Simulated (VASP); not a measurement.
# MgO (Fm-3m) in VASP: notebook

The runs below take MgO through single point, with r2SCAN.

Program: VASP 6.6.1. These are calculated values, not measurements. Logs are shortened: lines on timing, memory, paths and dates and some standing lists are left out, and cuts for length are marked.

## Step 1: The cell of the first run

The structure is cubic, space group Fm-3m (No. 225). Conventional cell: a = 4.246 Å, b = 4.246 Å, c = 4.246 Å, α = 90.00°, β = 90.00°, γ = 90.00°. Within 2.8 Å of Mg (site symmetry m-3m) lie 6 O at 2.12 Å. Within 2.8 Å of O (site symmetry m-3m) lie 6 Mg at 2.12 Å.

## Step 2: Single point, r2SCAN (9.57 Å³/atom)

POSCAR reads:

```
MgO
1.0
    0.0000000000      2.1229823088      2.1229823088
    2.1229823088      0.0000000000      2.1229823088
    2.1229823088      2.1229823088      0.0000000000
Mg O
1 1
Direct
    0.0000000000      0.0000000000      0.0000000000
    0.5000000000      0.5000000000      0.5000000000
```

INCAR.step1 reads:

```
  PREC = Accurate
  ENCUT = 920
  ISMEAR = 0
  SIGMA = 0.01
  LREAL = False
  LASPH = True
  NELM = 120
  NBANDS = 15
  GGA = PE
  ALGO = Normal
  EDIFF = 1E-5
  LWAVE = True
  LCHARG = False
  GGA_COMPAT = False
```

INCAR.step2 reads:

```
  PREC = Accurate
  ENCUT = 920
  EDIFF = 1E-6
  ISMEAR = 0
  SIGMA = 0.01
  LREAL = False
  LASPH = True
  NELM = 120
  ALGO = Normal
  ISIF = 2
  LWAVE = False
  LCHARG = True
  METAGGA = R2SCAN
  LMIXTAU = True
  LELF = True
  LVHAR = True
  NBANDS = 15
  ISTART = 1
  GGA_COMPAT = False
```

KPOINTS reads:

```
Automatic mesh
0
Gamma
  8 8 8
```

Potentials or basis: VASP PAW PBE potentials, release 64 (Mg_sv, O).

Started as:

```bash
cat potpaw_PBE.64/Mg_sv/POTCAR potpaw_PBE.64/O/POTCAR > POTCAR
cp INCAR.step1 INCAR
mpirun -np 1 vasp_std > vasp.out
cp INCAR.step2 INCAR
mpirun -np 1 vasp_std > vasp.out
```

OUTCAR:

```text
PREC = Accurate
   ENCUT = 920
   EDIFF = 1E-6
   ISMEAR = 0
   LREAL = False
   LASPH = True
   NELM = 120
   ISIF = 2
   METAGGA = R2SCAN
   ISTART = 1

 ion  position               nearest neighbor table
   1  0.000  0.000  0.000-   2 2.12   2 2.12   2 2.12   2 2.12   2 2.12   2 2.12
   2  0.500  0.500  0.500-   1 2.12   1 2.12   1 2.12   1 2.12   1 2.12   1 2.12

  LATTYP: Found a face centered cubic cell.
 ALAT       =     4.2459646176

  Lattice vectors:

 A1 = (   0.0000000000,   2.1229823088,   2.1229823088)
 A2 = (   2.1229823088,   0.0000000000,   2.1229823088)
 A3 = (   2.1229823088,   2.1229823088,   0.0000000000)

Analysis of symmetry for initial positions (statically):
=====================================================================
 Subroutine PRICEL returns:
 Original cell was already a primitive cell.

 Routine SETGRP: Setting up the symmetry group for a
 face centered cubic supercell.

 Subroutine GETGRP returns: Found 48 space group operations
 (whereof 48 operations were pure point group operations)
 out of a pool of 48 trial point group operations.

The static configuration has the point symmetry O_h .

Analysis of symmetry for dynamics (positions and initial velocities):
=====================================================================
 Subroutine PRICEL returns:
 Original cell was already a primitive cell.

 Routine SETGRP: Setting up the symmetry group for a
 face centered cubic supercell.

 Subroutine GETGRP returns: Found 48 space group operations
 (whereof 48 operations were pure point group operations)
 out of a pool of 48 trial point group operations.

The dynamic configuration has the point symmetry O_h .

 Subroutine INISYM returns: Found 48 space group operations
 (whereof 48 operations are pure point group operations),
 and found     1 'primitive' translations

----------------------------------------------------------------------------------------

                                     Primitive cell

  volume of cell :      19.1368

  direct lattice vectors                    reciprocal lattice vectors
     0.000000000  2.122982309  2.122982309    -0.235517742  0.235517742  0.235517742
     2.122982309  0.000000000  2.122982309     0.235517742 -0.235517742  0.235517742
     2.122982309  2.122982309  0.000000000     0.235517742  0.235517742 -0.235517742

  length of vectors
     3.002350374  3.002350374  3.002350374     0.407928695  0.407928695  0.407928695

  position of ions in fractional coordinates (direct lattice)
     0.000000000  0.000000000  0.000000000
     0.500000000  0.500000000  0.500000000

  ion indices of the primitive-cell ions
   primitive index   ion index
                 1           1
                 2           2

----------------------------------------------------------------------------------------

 KPOINTS: Automatic mesh

Automatic generation of k-mesh.
 Grid dimensions read from file:
 generate k-points for:    8    8    8

 Generating k-lattice:

  Cartesian coordinates                     Fractional coordinates (reciprocal lattice)
    -0.029439718  0.029439718  0.029439718     0.125000000  0.000000000  0.000000000
     0.029439718 -0.029439718  0.029439718     0.000000000  0.125000000  0.000000000
     0.029439718  0.029439718 -0.029439718     0.000000000  0.000000000  0.125000000

  Length of vectors
     0.050991087  0.050991087  0.050991087

  Shift w.r.t. Gamma in fractional coordinates (k-lattice)
     0.000000000  0.000000000  0.000000000

 Subroutine IBZKPT returns following result:
 ===========================================

 Found     29 irreducible k-points:

 Following reciprocal coordinates:
            Coordinates               Weight
  0.000000  0.000000  0.000000      1.000000
  0.125000  0.000000  0.000000      8.000000
  0.250000  0.000000  0.000000      8.000000
  0.375000  0.000000  0.000000      8.000000
  0.500000  0.000000  0.000000      4.000000
  0.125000  0.125000  0.000000      6.000000
[... 16 lines left out ...]
  0.500000  0.250000  0.125000     48.000000
 -0.375000  0.250000  0.125000     24.000000
 [... further k-points ...]
   k-points           NKPTS =     29   k-points in BZ     NKDIM =     29   number of bands    NBANDS=     15
   number of dos      NEDOS =    301   number of ions     NIONS =      2
   total plane-waves  NPLWV =  27000
   dimension x,y,z NGX =    30 NGY =   30 NGZ =   30
   dimension x,y,z NGXF=    60 NGYF=   60 NGZF=   60
   ions per type =               1   1
   NGX,Y,Z   is equivalent  to a cutoff of  16.61, 16.61, 16.61 a.u.
   NGXF,Y,Z  is equivalent  to a cutoff of  33.22, 33.22, 33.22 a.u.
 SYSTEM =  unknown system
   PREC   = accura    normal or accurate (medium, high low for compatibility)
   ISTART =      1    job   : 0-new  1-cont  2-samecut
   ICHARG =      0    charge: 1-file 2-atom 10-const
   ISPIN  =      1    spin polarized calculation?
   LNONCOLLINEAR =      F non collinear calculations
   LSORBIT =      F    spin-orbit coupling
   LASPH  =      T    aspherical Exc in radial PAW
   ENCUT  =  920.0 eV  67.62 Ry    8.22 a.u.   7.43  7.43  7.43*2*pi/ulx,y,z
   NELM   =    120;   NELMIN=  2; NELMDL=  0     # of ELM steps
   EDIFF  = 0.1E-05   stopping-criterion for ELM
   LREAL  =      F    real-space projection
[... 7 lines left out ...]
   TEBEG  =    0.0;   TEEND  =   0.0 temperature during run
   PSTRESS=    0.0 pullay stress
   NELECT =      16.0000    total number of electrons
   NUPDOWN=      -1.0000    fix difference up-down
   EMIN   =  10.00;   EMAX   =-10.00  energy-range for DOS
   EFERMI =   0.00;   METHOD = LEGACY
   ISMEAR =     0;   SIGMA  =   0.01  broadening in eV -4-tet -1-fermi 0-gaus
   EFERMI_NEDOS =   21; number of points for ismear=-14 and -15
   IALGO  =     38    algorithm
   IMIX   =      4    mixing-type and parameters
     AMIX     =   0.40;   BMIX     =  1.00
     AMIX_MAG =   1.60;   BMIX_MAG =  1.00
  volume/ion in A,a.u.               =       9.57        64.57
  Fermi-wavevector in a.u.,A,eV,Ry     =   1.542263  2.914455 32.362482  2.378575
  Thomas-Fermi vector in A             =   2.648092
   LORBIT       =      0    0 simple, 1 ext, 2 COOP (PROOUT), +10 PAW based schemes
   METAGGA = R2SCAN    functional components
   LHFCALC =     F    Hartree Fock is set to
   AEXX    =    0.0000 exact exchange contribution
   IVDW    =     0    specifies the selected vdW correction
   LEPSILON=     F    determine dielectric tensor
   LRPA    =     F    only Hartree local field effects (RPA)
 non-spin polarized calculation
 Gauss-broadening in eV      SIGMA  =   0.01
  energy-cutoff  :      920.00
  volume of cell :       19.14
 maximum number of plane-waves:      1243
 NGX is ok and might be reduce to    30
   NGX = 15   NGY = 15   NGZ = 15

 number of electron      15.9999994 magnetization

 Free energy of the ion-electron system (eV)
  ---------------------------------------------------
  ext. energy  EPLUGINS =         0.00000000
  ---------------------------------------------------
  free energy    TOTEN  =       -16.14900355 eV

  energy without entropy =      -16.14900355  energy(sigma->0) =      -16.14900355

 E-fermi :   2.4147     XC(G=0): -11.9086

 val. band max:        2.3394781905   @ k =   0.0000   0.0000   0.0000
 cond. band min:       7.7459464550   @ k =   0.0000   0.0000   0.0000
 fundamental gap:      5.4064682645
 Fermi energy:         2.4147384140

 k-point     1 :       0.0000    0.0000    0.0000
  band No.  band energies     occupation
      1     -72.7237      2.00000
      2     -37.8119      2.00000
      3     -37.8119      2.00000
      4     -37.8119      2.00000
      5     -15.7279      2.00000
      6       2.3395      2.00000
      7       2.3395      2.00000
      8       2.3395      2.00000
      9       7.7459      0.00000
     10      19.0585      0.00000
     11      19.0585      0.00000
     12      19.0585      0.00000
     13      23.0940      0.00000
     14      24.9040      0.00000
     15      24.9040      0.00000

 k-point     2 :       0.1250    0.0000    0.0000
  band No.  band energies     occupation
      1     -72.7225      2.00000
      2     -37.8233      2.00000
      3     -37.8130      2.00000
      4     -37.8130      2.00000
      5     -15.5704      2.00000
      6       1.4285      2.00000
      7       2.2377      2.00000
      8       2.2377      2.00000
      9       8.6443      0.00000
     10      17.3861      0.00000
     11      19.4251      0.00000
     12      19.4251      0.00000
     13      23.9389      0.00000
     14      23.9389      0.00000
     15      25.2933      0.00000

 k-point     3 :       0.2500    0.0000    0.0000
  band No.  band energies     occupation
      1     -72.7200      2.00000
      2     -37.8506      2.00000
      3     -37.8157      2.00000
      4     -37.8157      2.00000
      5     -15.1652      2.00000
      6      -0.2398      2.00000
      7       2.0024      2.00000
      8       2.0024      2.00000
      9      10.1309      0.00000
     10      15.8321      0.00000
     11      19.9366      0.00000
     12      19.9366      0.00000
     13      23.5458      0.00000
     14      23.5458      0.00000
     15      25.5454      0.00000
[... 343 lines left out ...]
 k-point    23 :       0.5000    0.2500    0.1250
  band No.  band energies     occupation
      1     -72.7160      2.00000
      2     -37.8700      2.00000
      3     -37.8362      2.00000
      4     -37.8235      2.00000
      5     -14.5375      2.00000
      6      -1.2659      2.00000
      7       0.6614      2.00000
      8       1.4847      2.00000
      9      12.6198      0.00000
     10      14.8907      0.00000
     11      17.2421      0.00000
     12      20.4915      0.00000
     13      23.0523      0.00000
     14      25.8707      0.00000
     15      29.6224      0.00000

 k-point    24 :      -0.3750    0.2500    0.1250
  band No.  band energies     occupation
      1     -72.7152      2.00000
      2     -37.8763      2.00000
      3     -37.8380      2.00000
      4     -37.8258      2.00000
      5     -14.3852      2.00000
      6      -1.5480      2.00000
      7       0.4596      2.00000
      8       1.3671      2.00000
      9      12.8118      0.00000
     10      15.4625      0.00000
     11      16.8086      0.00000
     12      20.2314      0.00000
     13      23.8633      0.00000
     14      25.5708      0.00000
     15      29.7710      0.00000

 [... further k-points ...]
[... 5 lines left out ...]
  --------------------------------------------------------------------------------------
  -------------------------------------------------------------------------------------
  Total       -0.4900578     -0.4900578     -0.4900578      0.0000000     -0.0000000      0.0000000
  in kB      -41.0287990    -41.0287990    -41.0287990      0.0000000     -0.0000000      0.0000000
  external PRESSURE =     -41.0287990 kB  Pullay stress =       0.0000000 kB

 VOLUME and BASIS-vectors are now :
 -----------------------------------------------------------------------------
  energy-cutoff  :      920.00
  volume of cell :       19.14
      direct lattice vectors                 reciprocal lattice vectors
     0.000000000  2.122982309  2.122982309    -0.235517742  0.235517742  0.235517742
     2.122982309  0.000000000  2.122982309     0.235517742 -0.235517742  0.235517742
     2.122982309  2.122982309  0.000000000     0.235517742  0.235517742 -0.235517742

 POSITION                                       TOTAL-FORCE (eV/Angst)
 -----------------------------------------------------------------------------------
      0.00000      0.00000      0.00000        -0.000000     -0.000000      0.000000
      2.12298      2.12298      2.12298         0.000000      0.000000      0.000000
 -----------------------------------------------------------------------------------
    total drift:                                0.000000      0.000000      0.000000

  FREE ENERGIE OF THE ION-ELECTRON SYSTEM (eV)
  ---------------------------------------------------
  free  energy   TOTEN  =       -16.1490035533 eV

  energy  without entropy=      -16.1490035533  energy(sigma->0) =      -16.14900355
```

Run time: 53 s. Hardware: 1 thread of Intel Xeon Platinum 8559C (Emerald Rapids), shared host; peak memory 0.17 GiB.

What came out:

| Quantity | Value |
| --- | --- |
| Free energy | -16.1490 eV |
| Pressure | -4.1 GPa |
| Band gap on the k mesh | 5.41 eV |

Caveat: the cell stands under tension; the PAW data sets were made with another functional, which shifts forces and pressure a little.

## Step 3: Single point, r2SCAN (9.85 Å³/atom)

This run uses another cell than the first one, of 9.85 Å³/atom.

POSCAR reads:

```
MgO
1.0
    0.0000000000      2.1433968525      2.1433968525
    2.1433968525      0.0000000000      2.1433968525
    2.1433968525      2.1433968525      0.0000000000
Mg O
1 1
Direct
    0.0000000000      0.0000000000      0.0000000000
    0.5000000000      0.5000000000      0.5000000000
```

INCAR.step1 reads:

```
PREC = Accurate
ENCUT = 920
ISMEAR = 0
SIGMA = 0.01
LREAL = F
LASPH = T
NELM = 120
NBANDS = 15
GGA = PE
ALGO = Normal
EDIFF = 1E-5
LWAVE = T
LCHARG = F
GGA_COMPAT = F
```

INCAR.step2 reads:

```
PREC = Accurate
ENCUT = 920
EDIFF = 1E-6
ISMEAR = 0
SIGMA = 0.01
LREAL = F
LASPH = T
NELM = 120
ALGO = Normal
ISIF = 2
LWAVE = F
LCHARG = F
METAGGA = R2SCAN
LMIXTAU = T
NBANDS = 15
ISTART = 1
GGA_COMPAT = F
```

KPOINTS reads:

```
regular mesh
0
Gamma
  8 8 8
```

Potentials or basis: VASP PAW PBE potentials, release 64 (Mg_sv, O).

Started as:

```bash
cat potpaw_PBE.64/Mg_sv/POTCAR potpaw_PBE.64/O/POTCAR > POTCAR
cp INCAR.step1 INCAR
mpirun -np 1 vasp_std > vasp.out
cp INCAR.step2 INCAR
mpirun -np 1 vasp_std > vasp.out
```

Wall time 48 s (1 thread of Intel Xeon 6975P-C (Granite Rapids), shared host); peak memory 0.17 GiB.

Results (log left out):

- Free energy: -16.1285 eV
- Pressure: -8.0 GPa
- Band gap on the k mesh: 5.13 eV

Levels at points of the mesh, in eV from the valence-band top:
```
           k point  band 5  band 6  band 7  band 8  band 9  band 10  band 11  band 12
(0.00, 0.00, 0.00)  -17.93    0.00    0.00    0.00    5.13    16.55    16.55    16.55
(0.50, 0.00, 0.00)  -16.78   -4.37   -0.62   -0.62    8.48    13.22    16.96    16.96
(0.50, 0.50, 0.00)  -16.58   -3.86   -1.29   -1.29    9.96    10.58    13.73    19.64
```

Caveat: the cell stands under tension; the PAW data sets were made with another functional, which shifts forces and pressure a little.

## Step 4: Single point, r2SCAN (9.01 Å³/atom)

This run uses another cell than the first one, of 9.01 Å³/atom.

POSCAR reads:

```
MgO
1.0
    0.0000000000      2.0809319501      2.0809319501
    2.0809319501      0.0000000000      2.0809319501
    2.0809319501      2.0809319501      0.0000000000
Mg O
1 1
Direct
    0.0000000000      0.0000000000      0.0000000000
    0.5000000000      0.5000000000      0.5000000000
```

INCAR.step1 reads:

```
SYSTEM = MgO
PREC = Accurate
ENCUT = 920
ISMEAR = 0
SIGMA = 0.01
LREAL = .FALSE.
LASPH = .TRUE.
NELM = 120
NBANDS = 15
GGA = PE
ALGO = Normal
EDIFF = 1E-5
LWAVE = .TRUE.
LCHARG = .FALSE.
GGA_COMPAT = .FALSE.
```

INCAR.step2 reads:

```
SYSTEM = MgO
PREC = Accurate
ENCUT = 920
EDIFF = 1E-6
ISMEAR = 0
SIGMA = 0.01
LREAL = .FALSE.
LASPH = .TRUE.
NELM = 120
ALGO = Normal
ISIF = 2
LWAVE = .FALSE.
LCHARG = .FALSE.
METAGGA = R2SCAN
LMIXTAU = .TRUE.
NBANDS = 15
ISTART = 1
GGA_COMPAT = .FALSE.
```

KPOINTS reads:

```
Automatic mesh
0
G
  8 8 8
  0 0 0
```

Started as:

```bash
cat potpaw_PBE.64/Mg_sv/POTCAR potpaw_PBE.64/O/POTCAR > POTCAR
cp INCAR.step1 INCAR
mpirun -np 1 vasp_std > vasp.out
cp INCAR.step2 INCAR
mpirun -np 1 vasp_std > vasp.out
```

It took 65 s on 1 thread of Intel Xeon Platinum 8375C at 2.90GHz (Ice Lake), shared host; peak memory 0.17 GiB.

The run converged. Its results:

```
Free energy            : -16.1427 eV
Pressure               : 5.9 GPa
Band gap on the k mesh : 6.02 eV
```

Levels at points of the mesh, in eV from the valence-band top:
| k point | band 5 | band 6 | band 7 | band 8 | band 9 | band 10 | band 11 | band 12 |
| --- | --- | --- | --- | --- | --- | --- | --- | --- |
| (0.00, 0.00, 0.00) | -18.37 | 0.00 | 0.00 | 0.00 | 6.02 | 17.08 | 17.08 | 17.08 |
| (0.50, 0.00, 0.00) | -17.00 | -4.76 | -0.72 | -0.72 | 9.07 | 14.27 | 17.89 | 17.89 |
| (0.50, 0.50, 0.00) | -16.79 | -4.22 | -1.42 | -1.42 | 10.09 | 11.56 | 14.72 | 21.04 |

Caveat: the cell stands under pressure; the PAW data sets were made with another functional, which shifts forces and pressure a little.

(Continued in part 2 of 2.)
